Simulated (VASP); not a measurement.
Wanted: the native input for a VASP 6.6.1 run.

```
Task                   : single point
Functional             : PBE
Potentials or basis    : VASP PAW PBE potentials, release 64 (Hf_pv, Br)
Cutoff                 : 520 eV
k mesh                 : 6 × 6 × 6
Occupations            : gaussian, width 0.1 eV
Spin                   : no spin polarisation
Dipole correction      : no
Further INCAR settings : ALGO = Normal; EDIFF = 1e-06; NBANDS = 16
```

The structure of HfBr lies in POSCAR:

```
HfBr
1.0
    3.6607809000      0.0000000000      0.0000000000
    0.0000000000      3.6607809000      0.0000000000
    0.0000000000      0.0000000000      3.6607809000
Hf Br
1 1
Direct
    0.5000000000      0.5000000000      0.5000000000
    0.0000000000      0.0000000000      0.0000000000
```

The input as run:

INCAR

```
SYSTEM = HfBr
  ALGO = Normal
  EDIFF = 1E-6
  ENCUT = 520
  GGA = PE
  ISIF = 2
  ISMEAR = 0
  LASPH = .TRUE.
  LCHARG = .FALSE.
  LREAL = .FALSE.
  LWAVE = .FALSE.
  NBANDS = 16
  NELM = 60
  PREC = Accurate
  SIGMA = 0.1
```

KPOINTS

```
k-points
0
G
  6 6 6
  0 0 0
```

Potentials or basis: VASP PAW PBE potentials, release 64 (Hf_pv, Br).

Launch:

```console
$ cat potpaw_PBE.64/Hf_pv/POTCAR potpaw_PBE.64/Br/POTCAR > POTCAR
$ mpirun -np 1 vasp_std > vasp.out
```

Results of the run:

| Quantity | Value |
| --- | --- |
| Pressure | -8.0 GPa |

Caveat: an odd number of electrons without spin polarisation forces a metal; a magnetic or distorted state may lie lower.

It took 7 s on 1 thread of Intel(R) Xeon(R) 6975P-C (Granite Rapids), with other jobs on the host, peak memory 0.16 GiB.
